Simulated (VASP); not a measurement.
A run of VASP 6.6.1 is set up as follows.

The input INCAR:

```
SYSTEM = Ge2Sb2Te5
PREC = Accurate
ENCUT = 520
EDIFF = 1E-6
ISMEAR = 0
SIGMA = 0.03
LREAL = .FALSE.
LASPH = .TRUE.
NELM = 60
ALGO = Normal
ISIF = 2
LWAVE = .FALSE.
LCHARG = .TRUE.
GGA = PE
LELF = .TRUE.
LVHAR = .TRUE.
NBANDS = 44
```

Contents of KPOINTS:

```
regular mesh
0
G
  10 10 2
  0 0 0
```

Contents of POSCAR:

```
Ge2Sb2Te5
1.0
    4.2032963720      0.0005239110      0.0004319161
   -2.1011944657      3.6404233933     -0.0004319161
    2.1032601797     -1.2143178309     17.9849771134
Te Sb Ge
5 2 2
Direct
    0.0000000000      0.0000000000      0.0000000000
    0.5973041731      0.4026958269      0.2078240895
    0.1952615637      0.8047384363      0.4140452969
    0.8047384363      0.1952615637      0.5859547031
    0.4026958269      0.5973041731      0.7921759105
    0.2962917018      0.7037082982      0.1110322718
    0.7037082982      0.2962917018      0.8889677282
    0.8888835239      0.1111164761      0.3333812383
    0.1111164761      0.8888835239      0.6666187617
```

Potentials or basis: VASP PAW PBE potentials, release 64 (Te, Sb, Ge_d).

Command:

```bash
$ cat potpaw_PBE.64/Te/POTCAR potpaw_PBE.64/Sb/POTCAR potpaw_PBE.64/Ge_d/POTCAR > POTCAR
$ mpirun -np 1 vasp_std > vasp.out
```

Question: Predict the pressure.

Answer: 1.5 GPa.

Question: Predict the band gap on the k mesh.

Answer: 0.04 eV, indirect (least direct gap 0.15 eV).

Question: Estimate the largest force.

Answer: 0.256 eV/Å.

Stress tensor (GPa, compression positive):
```
1.48 0.00 0.00
0.00 1.49 0.00
0.00 0.00 1.39
```

Caveat: spin-orbit coupling is left out, which moves the levels of the heavy elements; this functional lacks dispersion, which binds the layers, so the pressure and a relaxed spacing across them are unreliable. A k mesh can miss the band edges.
